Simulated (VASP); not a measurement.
Wanted: the native input for a VASP 6.6.1 run.

```yaml
Task: single point
Functional: LDA
Potentials_or_basis: VASP PAW LDA potentials, release 64 (Si, O_h)
Cutoff: 910 eV
k_mesh: 8 × 8 × 8
Occupations: gaussian, width 0.02 eV
Spin: no spin polarisation
Dipole_correction: no
Further_INCAR_settings: ALGO = Normal; EDIFF = 1e-06; NBANDS = 25
```

The structure of SiO2 lies in POSCAR:

```
SiO2
1.0
   -2.1312507716      2.1312507716      3.6954963175
    2.1312507716     -2.1312507716      3.6954963175
    2.1312507716      2.1312507716     -3.6954963175
Si O
2 4
Direct
    0.0000000000      0.0000000000      0.0000000000
    0.7500000000      0.2500000000      0.5000000000
    0.3750000000      0.3053704081      0.4303704081
    1.0553704081      0.6250000000      0.9303704081
    0.6946295919      0.1250000000      0.0696295919
    0.8750000000     -0.0553704081      0.5696295919
```

The input as run:

INCAR

```
  PREC = Accurate
  ENCUT = 910
  EDIFF = 1E-6
  ISMEAR = 0
  SIGMA = 0.02
  LREAL = F
  LASPH = T
  NELM = 120
  ALGO = Normal
  ISIF = 2
  LWAVE = F
  LCHARG = F
  GGA = CA
  NBANDS = 25
  GGA_COMPAT = F
```

KPOINTS

```
Automatic mesh
0
Gamma
  8 8 8
```

Potentials or basis: VASP PAW LDA potentials, release 64 (Si, O_h).

The run is started by

```sh
$ cat potpaw_LDA.64/Si/POTCAR potpaw_LDA.64/O_h/POTCAR > POTCAR
$ mpirun -np 1 vasp_std > vasp.out
```

Results of the run:

```json
{"Pressure": "8.2 GPa", "Largest force": "0.061 eV/Å", "Band gap on the k mesh": "6.45 eV (least direct gap 6.73 eV)"}
```

Caveat: the cutoff is under 1.25 times the usual one of these potentials, so pressure, stress and relaxed cells hold a basis-set (Pulay) error; the cell stands under pressure.

Wall time 2.6 min on 1 thread of AMD EPYC 9R45 (Zen 5), on a shared host, peak memory 0.32 GiB.
